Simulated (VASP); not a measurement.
# HfO2 (R-3m) in VASP: notebook

The runs below take HfO2 through single point, with PBE.

Program: VASP 6.6.1. These are calculated values, not measurements. Logs are shortened: lines on timing, memory, paths and dates and some standing lists are left out, and cuts for length are marked.

### 1 The cell of the first run

It takes space group R-3m (No. 166, trigonal). The conventional cell has a = 3.605 Å, b = 3.605 Å, c = 17.659 Å, α = 90.00°, β = 90.00°, γ = 120.00°. Within 2.9 Å of Hf (site symmetry 3m) lie 8 O at 2.18 to 2.23 Å. O (site symmetry 3m) has 4 Hf at 2.18 to 2.22 Å and 6 O at 2.51 to 2.55 Å within 2.9 Å. O (site symmetry 3m) has 4 Hf at 2.20 to 2.23 Å and 6 O at 2.55 to 2.58 Å within 2.9 Å.

### 2 Single point, PBE (mode 12 (488.4 1/cm) frozen in, largest displacement +0.030 Å)

INCAR

```
SYSTEM = HfO2
PREC     = Accurate       ! precision mode
ENCUT    = 520            ! plane-wave cutoff, eV
EDIFF    = 1E-6           ! SCF threshold, eV
ISMEAR   = 0              ! smearing method
SIGMA    = 0.05           ! smearing width, eV
LREAL    = .FALSE.        ! projectors in reciprocal space
LASPH    = .TRUE.         ! aspherical terms in the spheres
NELM     = 100            ! most SCF steps
ALGO     = Normal         ! electronic algorithm
ISIF     = 2              ! what is computed and relaxed
LWAVE    = .FALSE.        ! write WAVECAR
LCHARG   = .TRUE.         ! write CHGCAR
GGA      = PE             ! functional
LELF     = .TRUE.         ! ELF
LVHAR    = .TRUE.       
NBANDS   = 31             ! bands
ISYM     = 0
```

KPOINTS

```
Automatic mesh
0
G
  6 6 8
  0 0 0
```

POSCAR

```
HfO2
1.0
    0.0000000000     -2.5488057612     -2.5488057612
   -2.5488057612      0.0000000000     -2.5488057612
    2.5488057612      2.5488057612     -5.0976115224
Hf O
2 4
Direct
   -0.0001864473     -0.0001864473      0.0005593484
    0.5001864473      0.5001864473      0.4994406516
    0.1233012127      0.1233012127      0.6300966540
    0.6266987873      0.6266987873      0.1199033460
    0.3766987873      0.3766987873      0.8699033460
    0.8733012127      0.8733012127      0.3800966540
```

Potentials or basis: VASP PAW PBE potentials, release 64 (Hf_pv, O).

Run with:

```
cat potpaw_PBE.64/Hf_pv/POTCAR potpaw_PBE.64/O/POTCAR > POTCAR
mpirun -np 1 vasp_std > vasp.out
```

OUTCAR:

```text
SYSTEM = HfO2
   PREC = Accurate
   ENCUT = 520
   EDIFF = 1E-6
   ISMEAR = 0
   LREAL = .FALSE.
   LASPH = .TRUE.
   NELM = 100
   ISIF = 2
   GGA = PE
   ISYM = 0

 ion  position               nearest neighbor table
   1  1.000  1.000  0.001-   3 2.18   4 2.20   4 2.20   4 2.20   5 2.22   5 2.22   5 2.22   6 2.23
                             2 3.60   2 3.60   2 3.60   2 3.61   2 3.61   2 3.61
   2  0.500  0.500  0.499-   5 2.18   6 2.20   6 2.20   6 2.20   3 2.22   3 2.22   3 2.22   4 2.23
                             1 3.60   1 3.60   1 3.60   1 3.61   1 3.61   1 3.61
   3  0.123  0.123  0.630-   1 2.18   2 2.22   2 2.22   2 2.22
   4  0.627  0.627  0.120-   1 2.20   1 2.20   1 2.20   2 2.23
   5  0.377  0.377  0.870-   2 2.18   1 2.22   1 2.22   1 2.22
   6  0.873  0.873  0.380-   2 2.20   2 2.20   2 2.20   1 2.23

IMPORTANT INFORMATION: All symmetrisations will be switched off!
NOSYMM: (Re-)initialisation of all symmetry stuff for point group C_1.

----------------------------------------------------------------------------------------

                                     Primitive cell

  volume of cell :      66.2324

  direct lattice vectors                    reciprocal lattice vectors
     0.000000000 -2.548805761 -2.548805761     0.098085152 -0.294255455 -0.098085152
    -2.548805761  0.000000000 -2.548805761    -0.294255455  0.098085152 -0.098085152
     2.548805761  2.548805761 -5.097611522     0.098085152  0.098085152 -0.098085152

  length of vectors
     3.604555675  3.604555675  6.243273568     0.325311646  0.325311646  0.169888466

  position of ions in fractional coordinates (direct lattice)
     0.999813553  0.999813553  0.000559348
     0.500186447  0.500186447  0.499440652
     0.123301213  0.123301213  0.630096654
     0.626698787  0.626698787  0.119903346
     0.376698787  0.376698787  0.869903346
     0.873301213  0.873301213  0.380096654

  ion indices of the primitive-cell ions
   primitive index   ion index
                 1           1
                 2           2
                 3           3
                 4           4
                 5           5
                 6           6

----------------------------------------------------------------------------------------

 KPOINTS: Automatic mesh

Automatic generation of k-mesh.
 Grid dimensions read from file:
 generate k-points for:    6    6    8

 Generating k-lattice:

[... 79 lines left out ...]
   LSORBIT =      F    spin-orbit coupling
   LASPH  =      T    aspherical Exc in radial PAW
   ENCUT  =  520.0 eV  38.22 Ry    6.18 a.u.   6.70  6.70 11.61*2*pi/ulx,y,z
   NELM   =    100;   NELMIN=  2; NELMDL= -5     # of ELM steps
   EDIFF  = 0.1E-05   stopping-criterion for ELM
   LREAL  =      F    real-space projection
   EDIFFG = 0.1E-04   stopping-criterion for IOM
   NSW    =      0    number of steps for IOM
   IBRION =     -1    ionic relax: 0-MD 1-quasi-New 2-CG
   NFREE  =      0    steps in history (QN), initial steepest desc. (CG)
   ISIF   =      2    stress and relaxation
   ISYM   =      0    0-nonsym 1-usesym 2-fastsym
   POTIM  = 0.5000    time-step for ionic-motion
   TEBEG  =    0.0;   TEEND  =   0.0 temperature during run
   PSTRESS=    0.0 pullay stress
   NELECT =      44.0000    total number of electrons
   NUPDOWN=      -1.0000    fix difference up-down
   EMIN   =  10.00;   EMAX   =-10.00  energy-range for DOS
   EFERMI =   0.00;   METHOD = LEGACY
   ISMEAR =     0;   SIGMA  =   0.05  broadening in eV -4-tet -1-fermi 0-gaus
   EFERMI_NEDOS =   21; number of points for ismear=-14 and -15
   IALGO  =     38    algorithm
   IMIX   =      4    mixing-type and parameters
     AMIX     =   0.40;   BMIX     =  1.00
     AMIX_MAG =   1.60;   BMIX_MAG =  1.00
  volume/ion in A,a.u.               =      11.04        74.49
  Fermi-wavevector in a.u.,A,eV,Ry     =   1.428463  2.699404 27.762776  2.040506
  Thomas-Fermi vector in A             =   2.548522
   LORBIT       =      0    0 simple, 1 ext, 2 COOP (PROOUT), +10 PAW based schemes
   GGA     = PE    functional components
   LHFCALC =     F    Hartree Fock is set to
   AEXX    =    0.0000 exact exchange contribution
   IVDW    =     0    specifies the selected vdW correction
   LEPSILON=     F    determine dielectric tensor
   LRPA    =     F    only Hartree local field effects (RPA)
 non-spin polarized calculation
 Gauss-broadening in eV      SIGMA  =   0.05
  energy-cutoff  :      520.00
  volume of cell :       66.23
 maximum number of plane-waves:      1801
   NGX = 13   NGY = 13   NGZ = 23

 number of electron      44.0000018 magnetization

 Free energy of the ion-electron system (eV)
  ---------------------------------------------------
  ext. energy  EPLUGINS =         0.00000000
  ---------------------------------------------------
  free energy    TOTEN  =       -60.45971987 eV

  energy without entropy =      -60.45971987  energy(sigma->0) =      -60.45971987

 E-fermi :   4.4100     XC(G=0): -11.7514

 val. band max:        4.1511262521   @ k =   0.5000   0.0000   0.5000
 cond. band min:       7.8935490134   @ k =   0.0000   0.5000   0.5000
 fundamental gap:      3.7424227613
 Fermi energy:         4.4099909961

 k-point     1 :       0.0000    0.0000    0.0000
  band No.  band energies     occupation
      1     -26.0206      2.00000
      2     -25.6669      2.00000
      3     -25.6669      2.00000
      4     -25.6207      2.00000
      5     -25.6207      2.00000
      6     -25.6207      2.00000
[... 805 lines left out ...]
     30      12.3381      0.00000
     31      12.4001      0.00000

 [... further k-points ...]
[... 5 lines left out ...]
  --------------------------------------------------------------------------------------
  -------------------------------------------------------------------------------------
  Total       -1.4516451     -1.4516453     -1.4514348     -0.0170532      0.0170623      0.0170622
  in kB      -35.1156596    -35.1156640    -35.1105725     -0.4125218      0.4127406      0.4127398
  external PRESSURE =     -35.1139653 kB  Pullay stress =       0.0000000 kB

 VOLUME and BASIS-vectors are now :
 -----------------------------------------------------------------------------
  energy-cutoff  :      520.00
  volume of cell :       66.23
      direct lattice vectors                 reciprocal lattice vectors
     0.000000000 -2.548805761 -2.548805761     0.098085152 -0.294255455 -0.098085152
    -2.548805761  0.000000000 -2.548805761    -0.294255455  0.098085152 -0.098085152
     2.548805761  2.548805761 -5.097611522     0.098085152  0.098085152 -0.098085152

 POSITION                                       TOTAL-FORCE (eV/Angst)
 -----------------------------------------------------------------------------------
     -2.54690     -2.54690     -5.09951        -0.310285     -0.310285      0.310280
     -0.00190     -0.00190     -5.09571         0.310286      0.310285     -0.310280
      1.29172      1.29172     -3.84053        -0.248225     -0.248225      0.248186
     -1.29172     -1.29172     -3.80589         0.237055      0.237055     -0.237014
      1.25708      1.25708     -6.35469         0.248228      0.248228     -0.248189
     -1.25708     -1.25708     -6.38934        -0.237058     -0.237059      0.237017
 -----------------------------------------------------------------------------------
    total drift:                               -0.000000     -0.000000     -0.000000

  FREE ENERGIE OF THE ION-ELECTRON SYSTEM (eV)
  ---------------------------------------------------
  free  energy   TOTEN  =       -60.4597198670 eV

  energy  without entropy=      -60.4597198670  energy(sigma->0) =      -60.45971987
```

OSZICAR:

```text
N       E                     dE             d eps       ncg     rms          rms(c)
DAV:   1     0.240439590503E+03    0.24044E+03   -0.24951E+04  9176   0.142E+03
DAV:   2    -0.585358024446E+02   -0.29898E+03   -0.28801E+03 11925   0.355E+02
DAV:   3    -0.719617406376E+02   -0.13426E+02   -0.13369E+02 11252   0.671E+01
DAV:   4    -0.720865924199E+02   -0.12485E+00   -0.12480E+00 11840   0.726E+00
DAV:   5    -0.720878322686E+02   -0.12398E-02   -0.12398E-02 11498   0.665E-01    0.655E+01
DAV:   6    -0.607030959523E+02    0.11385E+02   -0.48077E+01 10672   0.374E+01    0.573E+01
DAV:   7    -0.605161219231E+02    0.18697E+00   -0.20417E+00 11689   0.893E+00    0.385E+01
DAV:   8    -0.604973264937E+02    0.18795E-01   -0.46075E-01 11589   0.502E+00    0.120E+01
DAV:   9    -0.604596275159E+02    0.37699E-01   -0.13130E-01 10884   0.235E+00    0.334E+00
DAV:  10    -0.604595332722E+02    0.94244E-04   -0.54556E-03 12133   0.506E-01    0.234E-01
DAV:  11    -0.604596697384E+02   -0.13647E-03   -0.40817E-04 11788   0.129E-01    0.132E-01
DAV:  12    -0.604597064668E+02   -0.36728E-04   -0.27996E-05 11607   0.354E-02    0.442E-02
DAV:  13    -0.604597173826E+02   -0.10916E-04   -0.12952E-05 12125   0.196E-02    0.609E-03
DAV:  14    -0.604597194555E+02   -0.20729E-05   -0.36969E-06 10770   0.106E-02    0.845E-03
DAV:  15    -0.604597198670E+02   -0.41151E-06   -0.21299E-07  7374   0.327E-03
   1 F= -.60459720E+02 E0= -.60459720E+02  d E =-.671600E-15
```

Run time: 12 min. Hardware: 1 thread of AMD EPYC 7R13, shared host; peak memory 0.33 GiB.

Results:

| Item | Value |
| --- | --- |
| Free energy | -60.4597 eV |
| Pressure | -3.5 GPa |
| Largest force | 0.537 eV/Å |
| Band gap on the k mesh | 3.74 eV |

Forces on the atoms (eV/Å):
```
Hf  -0.310 -0.310  0.310
Hf   0.310  0.310 -0.310
O   -0.248 -0.248  0.248
O    0.237  0.237 -0.237
O    0.248  0.248 -0.248
O   -0.237 -0.237  0.237
```

Caveat: the cell differs from its parent crystal (mode 12 (488.4 1/cm) frozen in, largest displacement +0.030 Å); spin-orbit coupling is left out, which moves the levels of the heavy elements. A k mesh can miss the band edges.

### 3 Single point, PBE (mode 12 (488.4 1/cm) frozen in, largest displacement +0.105 Å)

INCAR

```
PREC = Accurate ; ENCUT = 520
EDIFF = 1E-6 ; ISMEAR = 0
SIGMA = 0.05 ; LREAL = False
LASPH = True ; NELM = 80
ALGO = Normal ; ISIF = 2
LWAVE = False ; LCHARG = True
GGA = PE ; LELF = True
LVHAR = True ; ISYM = 0
NBANDS = 31
```

KPOINTS

```
regular mesh
0
Gamma
  6 6 8
```

POSCAR

```
HfO2
1.0
    0.0000000000     -2.5488057612     -2.5488057612
   -2.5488057612      0.0000000000     -2.5488057612
    2.5488057612      2.5488057612     -5.0976115224
Hf O
2 4
Direct
   -0.0006525654     -0.0006525654      0.0019577193
    0.5006525654      0.5006525654      0.4980422807
    0.1190542443      0.1190542443      0.6428382890
    0.6309457557      0.6309457557      0.1071617110
    0.3809457557      0.3809457557      0.8571617110
    0.8690542443      0.8690542443      0.3928382890
```

Potentials or basis: VASP PAW PBE potentials, release 64 (Hf_pv, O).

Run with:

```
cat potpaw_PBE.64/Hf_pv/POTCAR potpaw_PBE.64/O/POTCAR > POTCAR
mpirun -np 1 vasp_std > vasp.out
```

Run time: 12 min. Hardware: 1 thread of AMD EPYC 7R13, shared host; peak memory 0.33 GiB.

The run converged. Its results:

| Item | Value |
| --- | --- |
| Free energy | -60.1565 eV |
| Pressure | -2.1 GPa |
| Largest force | 1.835 eV/Å |
| Band gap on the k mesh | 3.58 eV |

Forces in eV/Å, atoms in the order of the input:
```
Hf  -1.060 -1.060  1.060
Hf   1.060  1.060 -1.060
O   -0.917 -0.917  0.917
O    0.781  0.781 -0.780
O    0.917  0.917 -0.917
O   -0.781 -0.781  0.780
```

Stress tensor (GPa, compression positive):
```
-2.13 -0.50  0.50
-0.50 -2.13  0.50
 0.50  0.50 -2.13
```

Levels at points of the mesh, in eV from the valence-band top:
```tsv
k point	band 18	band 19	band 20	band 21	band 22	band 23	band 24	band 25	band 26	band 27
(0.00, 0.00, 0.00)	-1.95	-1.95	-0.79	-0.55	-0.55	3.79	3.79	4.46	4.46	5.34
(0.50, 0.00, 0.00)	-1.78	-1.65	-1.19	-1.03	-0.78	3.97	4.62	4.67	5.12	6.68
(0.00, 0.50, 0.00)	-1.78	-1.65	-1.19	-1.03	-0.78	3.97	4.62	4.67	5.12	6.68
(0.50, 0.50, 0.00)	-2.43	-1.96	-1.58	-0.99	0.00	3.58	4.41	4.47	5.29	6.32
(0.00, 0.00, 0.50)	-2.07	-1.87	-1.87	-1.01	-1.01	4.32	4.32	4.60	4.60	6.05
(0.50, 0.00, 0.50)	-2.43	-1.96	-1.58	-0.99	0.00	3.58	4.41	4.47	5.29	6.32
(0.00, 0.50, 0.50)	-2.43	-1.96	-1.58	-0.99	0.00	3.58	4.41	4.47	5.29	6.32
(0.50, 0.50, 0.50)	-1.78	-1.65	-1.19	-1.03	-0.78	3.97	4.62	4.67	5.12	6.68
```

Caveat: the cell differs from its parent crystal (mode 12 (488.4 1/cm) frozen in, largest displacement +0.105 Å); spin-orbit coupling is left out, which moves the levels of the heavy elements; forces of over 1 eV/Å act on the atoms, so gaps and moduli don't describe the material at rest. A k mesh can miss the band edges.

### 4 Single point, PBE (mode 12 (488.4 1/cm) frozen in, largest displacement +0.075 Å)

INCAR

```
  PREC = Accurate
  ENCUT = 520
  EDIFF = 1E-7
  ISMEAR = 0
  SIGMA = 0.05
  LREAL = F
  LASPH = T
  NELM = 100
  ALGO = Normal
  ISIF = 2
  LWAVE = F
  LCHARG = F
  GGA = PE
  NBANDS = 31
  ISYM = 0
```

KPOINTS

```
Automatic mesh
0
Gamma
  6 6 8
```

POSCAR

```
HfO2
1.0
    0.0000000000     -2.5488057612     -2.5488057612
   -2.5488057612      0.0000000000     -2.5488057612
    2.5488057612      2.5488057612     -5.0976115224
Hf O
2 4
Direct
   -0.0004661181     -0.0004661181      0.0013983709
    0.5004661181      0.5004661181      0.4986016291
    0.1207530317      0.1207530317      0.6377416350
    0.6292469683      0.6292469683      0.1122583650
    0.3792469683      0.3792469683      0.8622583650
    0.8707530317      0.8707530317      0.3877416350
```

Potentials or basis: VASP PAW PBE potentials, release 64 (Hf_pv, O).

Run with:

```
cat potpaw_PBE.64/Hf_pv/POTCAR potpaw_PBE.64/O/POTCAR > POTCAR
mpirun -np 1 vasp_std > vasp.out
```

OUTCAR:

```text
PREC = Accurate
   ENCUT = 520
   EDIFF = 1E-7
   ISMEAR = 0
   LREAL = F
   LASPH = T
   NELM = 100
   ISIF = 2
   GGA = PE
   ISYM = 0

 ion  position               nearest neighbor table
   1  1.000  1.000  0.001-   3 2.14   4 2.18   4 2.18   4 2.18   5 2.24   5 2.24   5 2.24   6 2.27
                             2 3.59   2 3.59   2 3.59   2 3.62   2 3.62   2 3.62
   2  0.500  0.500  0.499-   5 2.14   6 2.18   6 2.18   6 2.18   3 2.24   3 2.24   3 2.24   4 2.27
                             1 3.59   1 3.59   1 3.59   1 3.62   1 3.62   1 3.62
   3  0.121  0.121  0.638-   1 2.14   2 2.24   2 2.24   2 2.24
   4  0.629  0.629  0.112-   1 2.18   1 2.18   1 2.18   2 2.27
   5  0.379  0.379  0.862-   2 2.14   1 2.24   1 2.24   1 2.24
   6  0.871  0.871  0.388-   2 2.18   2 2.18   2 2.18   1 2.27

IMPORTANT INFORMATION: All symmetrisations will be switched off!
NOSYMM: (Re-)initialisation of all symmetry stuff for point group C_1.

----------------------------------------------------------------------------------------

                                     Primitive cell

  volume of cell :      66.2324

[... 165 lines left out ...]

 E-fermi :   4.5131     XC(G=0): -11.7506

 val. band max:        4.2053384961   @ k =   0.5000   0.5000  -0.0000
 cond. band min:       7.8704763689   @ k =   0.0000   0.5000   0.5000
 fundamental gap:      3.6651378728
 Fermi energy:         4.5131475462

 k-point     1 :       0.0000    0.0000    0.0000
  band No.  band energies     occupation
      1     -26.0136      2.00000
      2     -25.6589      2.00000
      3     -25.6589      2.00000
      4     -25.6131      2.00000
      5     -25.6126      2.00000
      6     -25.6126      2.00000
[... 805 lines left out ...]
     30      12.3218      0.00000
     31      12.3495      0.00000

 [... further k-points ...]
[... 5 lines left out ...]
  --------------------------------------------------------------------------------------
  -------------------------------------------------------------------------------------
  Total       -1.1887692     -1.1887698     -1.1889098     -0.1057063      0.1058029      0.1058028
  in kB      -28.7566255    -28.7566388    -28.7600256     -2.5570615      2.5593985      2.5593954
  external PRESSURE =     -28.7577633 kB  Pullay stress =       0.0000000 kB

 VOLUME and BASIS-vectors are now :
 -----------------------------------------------------------------------------
  energy-cutoff  :      520.00
  volume of cell :       66.23
      direct lattice vectors                 reciprocal lattice vectors
     0.000000000 -2.548805761 -2.548805761     0.098085152 -0.294255455 -0.098085152
    -2.548805761  0.000000000 -2.548805761    -0.294255455  0.098085152 -0.098085152
     2.548805761  2.548805761 -5.097611522     0.098085152  0.098085152 -0.098085152

 POSITION                                       TOTAL-FORCE (eV/Angst)
 -----------------------------------------------------------------------------------
     -2.54405     -2.54405     -5.10236        -0.766937     -0.766937      0.766926
     -0.00475     -0.00475     -5.09286         0.766937      0.766937     -0.766926
      1.31770      1.31770     -3.86651        -0.641284     -0.641284      0.641332
     -1.31770     -1.31770     -3.77991         0.571556      0.571557     -0.571581
      1.23110      1.23110     -6.32871         0.641284      0.641284     -0.641331
     -1.23110     -1.23110     -6.41532        -0.571557     -0.571556      0.571580
 -----------------------------------------------------------------------------------
    total drift:                               -0.000000     -0.000001      0.000000

  FREE ENERGIE OF THE ION-ELECTRON SYSTEM (eV)
  ---------------------------------------------------
  free  energy   TOTEN  =       -60.3181225603 eV

  energy  without entropy=      -60.3181225603  energy(sigma->0) =      -60.31812256
```

Wall time 9.3 min (1 thread of AMD EPYC 7R13, shared host); peak memory 0.33 GiB.

What came out:

```yaml
Free_energy: -60.3181 eV
Pressure: -2.9 GPa
Largest_force: 1.328 eV/Å
Band_gap_on_the_k_mesh: 3.67 eV
```

Forces on the atoms (eV/Å):
```
Hf  -0.767 -0.767  0.767
Hf   0.767  0.767 -0.767
O   -0.641 -0.641  0.641
O    0.572  0.572 -0.572
O    0.641  0.641 -0.641
O   -0.572 -0.572  0.572
```

Levels at points of the mesh, in eV from the valence-band top:
| k point | band 19 | band 20 | band 21 | band 22 | band 23 | band 24 | band 25 | band 26 |
| --- | --- | --- | --- | --- | --- | --- | --- | --- |
| (0.00, 0.00, 0.00) | -1.89 | -0.70 | -0.57 | -0.57 | 3.81 | 3.81 | 4.50 | 4.50 |
| (0.50, 0.00, 0.00) | -1.53 | -1.20 | -1.20 | -0.88 | 4.13 | 4.63 | 4.76 | 5.11 |
| (0.00, 0.50, 0.00) | -1.53 | -1.20 | -1.20 | -0.88 | 4.13 | 4.63 | 4.76 | 5.11 |
| (0.50, 0.50, 0.00) | -1.89 | -1.54 | -1.16 | 0.00 | 3.67 | 4.48 | 4.50 | 5.35 |
| (0.00, 0.00, 0.50) | -1.72 | -1.72 | -1.11 | -1.11 | 4.40 | 4.40 | 4.59 | 4.59 |
| (0.50, 0.00, 0.50) | -1.89 | -1.54 | -1.16 | 0.00 | 3.67 | 4.48 | 4.50 | 5.35 |
| (0.00, 0.50, 0.50) | -1.89 | -1.54 | -1.16 | 0.00 | 3.67 | 4.48 | 4.50 | 5.35 |
| (0.50, 0.50, 0.50) | -1.53 | -1.20 | -1.20 | -0.88 | 4.13 | 4.63 | 4.76 | 5.11 |

Caveat: the cell differs from its parent crystal (mode 12 (488.4 1/cm) frozen in, largest displacement +0.075 Å); spin-orbit coupling is left out, which moves the levels of the heavy elements; forces of over 1 eV/Å act on the atoms, so gaps and moduli don't describe the material at rest. A k mesh can miss the band edges.
